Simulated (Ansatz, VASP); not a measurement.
**Two plane-wave programs on CdSe**

```
Cd Se
1.0
     2.91365    0.00000    0.00000
     0.00000    2.91365    0.00000
     0.00000    0.00000    2.91365
Cd Se
1 1
Direct
  0.00000 0.00000 0.00000
  0.50000 0.50000 0.50000
```

Change from the starting cell: volume scaled by 0.55, PAW files.

Alike in both runs: task single point; functional PBE; k mesh 12 × 12 × 12; occupations fermi-dirac, width 0.05 eV; no spin polarisation.

```csv
,VASP,Ansatz
version,VASP 6.6.1,Ansatz 0.2.0
potentials or method,"VASP PAW PBE potentials, release 64 (Cd, Se)","PAW with Ansatz's default frozen-core files, scalar-relativistic"
plane-wave cutoff (eV),520,420
valence electrons in the cell,18,36
```

```tsv
	VASP	Ansatz	Ansatz less VASP
pressure (GPa)	150.2	145.2	-5.02
```

Both programs put the cell under a high pressure, so it lies far from rest at this level. VASP's potentials hold 18 valence electrons a cell and Ansatz's 36, so a difference there can come from the potentials and not from the codes.

Noted on VASP's run: the cell as given lies far from equilibrium.
